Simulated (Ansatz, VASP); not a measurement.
**Two plane-wave programs on Bi**

File INCAR:

```
ALGO     = Normal         # electronic algorithm
EDIFF    = 1E-8           # SCF threshold, eV
ENCUT    = 520            # plane-wave cutoff, eV
GGA      = PE             # functional
ISIF     = 2              # what is computed and relaxed
ISMEAR   = -1             # smearing method
LASPH    = True           # aspherical terms in the spheres
LCHARG   = False          # write CHGCAR
LEFG     = True         
LREAL    = False          # projectors in reciprocal space
LWAVE    = False          # write WAVECAR
NBANDS   = 14             # bands
NELM     = 100            # most SCF steps
PREC     = Accurate       # precision mode
SIGMA    = 0.08           # smearing width, eV
```

File KPOINTS:

```
k-points
0
Gamma
  13 13 13
```

POSCAR

```
Bi
1.0
   -1.9929516146      1.9929516146      1.9929516146
    1.9929516146     -1.9929516146      1.9929516146
    1.9929516146      1.9929516146     -1.9929516146
Bi
1
Direct
    0.0000000000      0.0000000000      0.0000000000
```

Input for Ansatz:

```yaml
crystal:
  lattice:
    - [-1.9929516146, 1.9929516146, 1.9929516146]
    - [1.9929516146, -1.9929516146, 1.9929516146]
    - [1.9929516146, 1.9929516146, -1.9929516146]
  atoms:
    - { symbol: Bi, position: [0.0, 0.0, 0.0] }
kpoints:
  mp_grid: { grid: [13, 13, 13] }
  band_path:
    path:
      - [0.0, 0.0, 0.0]
      - [0.5, -0.5, 0.5]
      - [0.0, 0.0, 0.5]
      - [0.0, 0.0, 0.0]
      - [0.25, 0.25, 0.25]
      - [0.5, -0.5, 0.5]
      - [0.25, 0.25, 0.25]
      - [0.0, 0.0, 0.5]
    npoints: 14
scf:
  occupations: { method: fermi_dirac, width: 0.08 }
hamiltonian:
  xc: pbe
  pseudopotentials: { kind: paw }
output:
  forces: true
  stress: true
  eigenvalues: true
  efg: { contact_densities: true }
  populations: true
  bader: true
  dos: { projected: true, de: 0.2, e_range: [-14, 8] }
  write_density: true
  write_potential: true
  elf: true
  volumetric_format: npy
```

Alike in both runs: task electric field gradients; functional PBE; k mesh 13 × 13 × 13; occupations fermi-dirac, width 0.08 eV; no spin polarisation.

```csv
,VASP,Ansatz
version,VASP 6.6.1,Ansatz 0.2.0
potentials or method,"VASP PAW PBE potentials, release 64 (Bi_d)","PAW with Ansatz's default frozen-core files, scalar-relativistic"
plane-wave cutoff (eV),520,420
valence electrons in the cell,15,15
```

|  | VASP | Ansatz | Ansatz less VASP |
| --- | --- | --- | --- |
| pressure (GPa) | 0.0 | 0.0 | +0.06 |

Neither program's run includes spin-orbit coupling.
